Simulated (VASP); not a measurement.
# CuAu3 (P4/mmm) in VASP: single point with LDA

Aim: the single point of CuAu3 with LDA.

Everything below comes from runs of VASP 6.6.1. Logs are shortened: lines on timing, memory, paths and dates and some standing lists are left out, and cuts for length are marked.

**1. The cell of the first run**

It takes space group P4/mmm (No. 123, tetragonal). The conventional cell has a = 3.980 Å, b = 3.980 Å, c = 4.060 Å, α = 90.00°, β = 90.00°, γ = 90.00°. Within 3.7 Å of Cu (site symmetry 4/mmm) lie 12 Au at 2.81 to 2.84 Å. Within 3.7 Å of Au (site symmetry mmm) lie 8 Au at 2.81 to 2.84 Å and 4 Cu at 2.84 Å. Within 3.7 Å of Au (site symmetry 4/mmm) lie 4 Cu at 2.81 Å and 8 Au at 2.84 Å.

**2. Single point, LDA (zz strain of +2 %)**

INCAR

```
SYSTEM = CuAu3
PREC = Accurate
ENCUT = 520
EDIFF = 1E-6
ISMEAR = -1
SIGMA = 0.05
LREAL = .False.
LASPH = .True.
NELM = 100
ALGO = Normal
ISIF = 2
LWAVE = .False.
LCHARG = .True.
LELF = .True.
LVHAR = .True.
NBANDS = 30
```

KPOINTS

```
regular mesh
0
Gamma
  9 9 9
  0 0 0
```

POSCAR

```
CuAu3
1.0
    3.9800000000      0.0000000000      0.0000000000
    0.0000000000      3.9800000000      0.0000000000
    0.0000000000      0.0000000000      4.0596000000
Cu Au
1 3
Direct
    0.0000000000      0.0000000000      0.0000000000
    0.0000000000      0.5000000000      0.5000000000
    0.5000000000      0.0000000000      0.5000000000
    0.5000000000      0.5000000000      0.0000000000
```

Potentials or basis: VASP PAW LDA potentials, release 64 (Cu, Au).

Command:

```console
$ cat potpaw_LDA.64/Cu/POTCAR potpaw_LDA.64/Au/POTCAR > POTCAR
$ mpirun -np 1 vasp_std > vasp.out
```

OUTCAR:

```text
SYSTEM = CuAu3
   PREC = Accurate
   ENCUT = 520
   EDIFF = 1E-6
   ISMEAR = -1
   LREAL = .False.
   LASPH = .True.
   NELM = 100
   ISIF = 2

 ion  position               nearest neighbor table
   1  0.000  0.000  0.000-   4 2.81   4 2.81   4 2.81   4 2.81   3 2.84   2 2.84   3 2.84   2 2.84
                             3 2.84   2 2.84   3 2.84   2 2.84
   2  0.000  0.500  0.500-   3 2.81   3 2.81   3 2.81   3 2.81   4 2.84   1 2.84   1 2.84   1 2.84
                             4 2.84   4 2.84   4 2.84   1 2.84
   3  0.500  0.000  0.500-   2 2.81   2 2.81   2 2.81   2 2.81   4 2.84   1 2.84   4 2.84   4 2.84
                             1 2.84   4 2.84   1 2.84   1 2.84
   4  0.500  0.500  0.000-   1 2.81   1 2.81   1 2.81   1 2.81   3 2.84   2 2.84   3 2.84   3 2.84
                             3 2.84   2 2.84   2 2.84   2 2.84

  LATTYP: Found a simple tetragonal cell.
 ALAT       =     3.9800000000
 C/A-ratio  =     1.0200000000

  Lattice vectors:

 A1 = (   3.9800000000,   0.0000000000,   0.0000000000)
 A2 = (   0.0000000000,   3.9800000000,   0.0000000000)
 A3 = (   0.0000000000,   0.0000000000,   4.0596000000)

Analysis of symmetry for initial positions (statically):
=====================================================================
 Subroutine PRICEL returns:
 Original cell was already a primitive cell.

 Routine SETGRP: Setting up the symmetry group for a
 simple tetragonal supercell.

 Subroutine GETGRP returns: Found 16 space group operations
 (whereof 16 operations were pure point group operations)
 out of a pool of 16 trial point group operations.

The static configuration has the point symmetry D_4h.

Analysis of symmetry for dynamics (positions and initial velocities):
=====================================================================
 Subroutine PRICEL returns:
 Original cell was already a primitive cell.

 Routine SETGRP: Setting up the symmetry group for a
 simple tetragonal supercell.

 Subroutine GETGRP returns: Found 16 space group operations
 (whereof 16 operations were pure point group operations)
 out of a pool of 16 trial point group operations.

The dynamic configuration has the point symmetry D_4h.

 Subroutine INISYM returns: Found 16 space group operations
 (whereof 16 operations are pure point group operations),
 and found     1 'primitive' translations

----------------------------------------------------------------------------------------

                                     Primitive cell

  volume of cell :      64.3057

  direct lattice vectors                    reciprocal lattice vectors
[... 89 lines left out ...]
   ENCUT  =  520.0 eV  38.22 Ry    6.18 a.u.   7.40  7.40  7.55*2*pi/ulx,y,z
   NELM   =    100;   NELMIN=  2; NELMDL= -5     # of ELM steps
   EDIFF  = 0.1E-05   stopping-criterion for ELM
   LREAL  =      F    real-space projection
   EDIFFG = 0.1E-04   stopping-criterion for IOM
   NSW    =      0    number of steps for IOM
   IBRION =     -1    ionic relax: 0-MD 1-quasi-New 2-CG
   NFREE  =      0    steps in history (QN), initial steepest desc. (CG)
   ISIF   =      2    stress and relaxation
   ISYM   =      2    0-nonsym 1-usesym 2-fastsym
   POTIM  = 0.5000    time-step for ionic-motion
   TEBEG  =    0.0;   TEEND  =   0.0 temperature during run
   PSTRESS=    0.0 pullay stress
   NELECT =      44.0000    total number of electrons
   NUPDOWN=      -1.0000    fix difference up-down
   EMIN   =  10.00;   EMAX   =-10.00  energy-range for DOS
   EFERMI =   0.00;   METHOD = LEGACY
   ISMEAR =    -1;   SIGMA  =   0.05  broadening in eV -4-tet -1-fermi 0-gaus
   EFERMI_NEDOS =   21; number of points for ismear=-14 and -15
   IALGO  =     38    algorithm
   IMIX   =      4    mixing-type and parameters
     AMIX     =   0.40;   BMIX     =  1.00
     AMIX_MAG =   1.60;   BMIX_MAG =  1.00
  volume/ion in A,a.u.               =      16.08       108.49
  Fermi-wavevector in a.u.,A,eV,Ry     =   1.442589  2.726098 28.314578  2.081063
  Thomas-Fermi vector in A             =   2.561092
   LORBIT       =      0    0 simple, 1 ext, 2 COOP (PROOUT), +10 PAW based schemes
   GGA     = CA    functional components
   LHFCALC =     F    Hartree Fock is set to
   AEXX    =    0.0000 exact exchange contribution
   IVDW    =     0    specifies the selected vdW correction
   LEPSILON=     F    determine dielectric tensor
   LRPA    =     F    only Hartree local field effects (RPA)
 non-spin polarized calculation
  energy-cutoff  :      520.00
  volume of cell :       64.31
 maximum number of plane-waves:      1767
 NGX is ok and might be reduce to    30
   NGX = 15   NGY = 15   NGZ = 15

 number of electron      44.0000018 magnetization

 Free energy of the ion-electron system (eV)
  ---------------------------------------------------
  ext. energy  EPLUGINS =         0.00000000
  ---------------------------------------------------
  free energy    TOTEN  =       -18.06148650 eV

  energy without entropy =      -18.05345663  energy(sigma->0) =      -18.05747157

 E-fermi :   8.6880     XC(G=0): -12.8732

 val. band max:        8.6460118386   @ k =   0.0000   0.0000   0.1111
 cond. band min:       8.7133450439   @ k =   0.2222   0.0000   0.2222
 fundamental gap:      0.0673332053
 Fermi energy:         8.6880427427

 k-point     1 :       0.0000    0.0000    0.0000
  band No.  band energies     occupation
      1      -1.0727      2.00000
      2       1.3716      2.00000
      3       2.1378      2.00000
      4       2.1765      2.00000
      5       2.1765      2.00000
      6       2.2454      2.00000
[... 781 lines left out ...]
     29      18.7322      0.00000
     30      19.4559      0.00000

 [... further k-points ...]
[... 5 lines left out ...]
  --------------------------------------------------------------------------------------
  -------------------------------------------------------------------------------------
  Total       -3.1948901     -3.1948901     -3.4859208      0.0000000      0.0000000      0.0000000
  in kB      -79.6007414    -79.6007414    -86.8517764      0.0000000      0.0000000      0.0000000
  external PRESSURE =     -82.0177531 kB  Pullay stress =       0.0000000 kB

 VOLUME and BASIS-vectors are now :
 -----------------------------------------------------------------------------
  energy-cutoff  :      520.00
  volume of cell :       64.31
      direct lattice vectors                 reciprocal lattice vectors
     3.980000000  0.000000000  0.000000000     0.251256281  0.000000000  0.000000000
     0.000000000  3.980000000  0.000000000     0.000000000  0.251256281  0.000000000
     0.000000000  0.000000000  4.059600000     0.000000000  0.000000000  0.246329688

 POSITION                                       TOTAL-FORCE (eV/Angst)
 -----------------------------------------------------------------------------------
      0.00000      0.00000      0.00000         0.000000      0.000000      0.000000
      0.00000      1.99000      2.02980         0.000000      0.000000      0.000000
      1.99000      0.00000      2.02980         0.000000      0.000000      0.000000
      1.99000      1.99000      0.00000         0.000000      0.000000      0.000000
 -----------------------------------------------------------------------------------
    total drift:                                0.000000      0.000000     -0.000000

  FREE ENERGIE OF THE ION-ELECTRON SYSTEM (eV)
  ---------------------------------------------------
  free  energy   TOTEN  =       -18.0614865016 eV

  energy  without entropy=      -18.0534566323  energy(sigma->0) =      -18.05747157
```

Run time: 65 s. Hardware: 1 thread of AMD EPYC 9R45 (Zen 5), shared host; peak memory 0.21 GiB.

What came out:

```
Free energy            : -18.0615 eV
Pressure               : -8.2 GPa
Band gap on the k mesh : zero (band 22 reaches 9.64 eV, above the bottom of band 23 at 8.21 eV)
```

Levels at points of the mesh, in eV from the Fermi level:
```csv
k point,band 18,band 19,band 20,band 21,band 22,band 23,band 24,band 25,band 26,band 27
"(0.00, 0.00, 0.00)",-1.49,-1.49,-1.46,-1.44,0.82,1.16,1.16,5.58,5.99,6.62
```

Caveat: the cell differs from its parent crystal (zz strain of +2 %); spin-orbit coupling is left out, which moves the levels of the heavy elements.
